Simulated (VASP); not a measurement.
# BiO5: single point with PBE

Crystal: BiO5.

```xyz
6
Lattice="3.8994 0.0000 0.0000 -1.9497 3.3770 0.0000 0.0000 0.0000 5.9477" Properties=species:S:1:pos:R:3 pbc="T T T"
Bi    0.0000    0.0000    0.0000
O     0.0000    2.2513    0.0000
O     1.9497    1.1257    0.0000
O     1.9497    0.0000    2.9739
O     0.9748    1.6885    2.9739
O    -0.9748    1.6885    2.9739
```

| Quantity | Value |
| --- | --- |
| Program | VASP 6.6.1 |
| Task | single point |
| Functional | PBE |
| Potentials or basis | VASP PAW PBE potentials, release 64 (Bi_d, O) |
| Cutoff | 520 eV |
| k mesh | 12 × 12 × 6 |
| Occupations | gaussian, width 0.1 eV |
| Spin | no spin polarisation |
| Dipole correction | no |
| Further INCAR settings | ALGO = Normal; EDIFF = 1e-07; NBANDS = 32 |

```yaml
Pressure: 0.1 GPa
```

Stress tensor (GPa, compression positive):
```
 0.28  0.00  0.00
 0.00  0.28  0.00
 0.00  0.00 -0.27
```

Levels at points of the mesh, in eV from the Fermi level:
```tsv
k point	band 21	band 22	band 23	band 24	band 25	band 26
(0.00, 0.00, 0.00)	-0.39	0.01	0.01	2.47	3.49	3.49
(0.50, 0.00, 0.00)	-0.69	-0.62	-0.09	0.08	0.40	2.22
(0.00, 0.00, 0.50)	-0.36	0.04	0.04	2.47	3.37	3.49
(0.50, 0.00, 0.50)	-0.85	-0.61	-0.05	0.08	0.37	2.25
```

It took 6.9 min on 1 thread of AMD EPYC 7R43 64-Core Processor (Zen 3), on a shared host, peak memory 0.25 GiB.

Caveat: spin-orbit coupling is left out, which moves the levels of the heavy elements; an odd number of electrons without spin polarisation forces a metal; a magnetic or distorted state may lie lower.
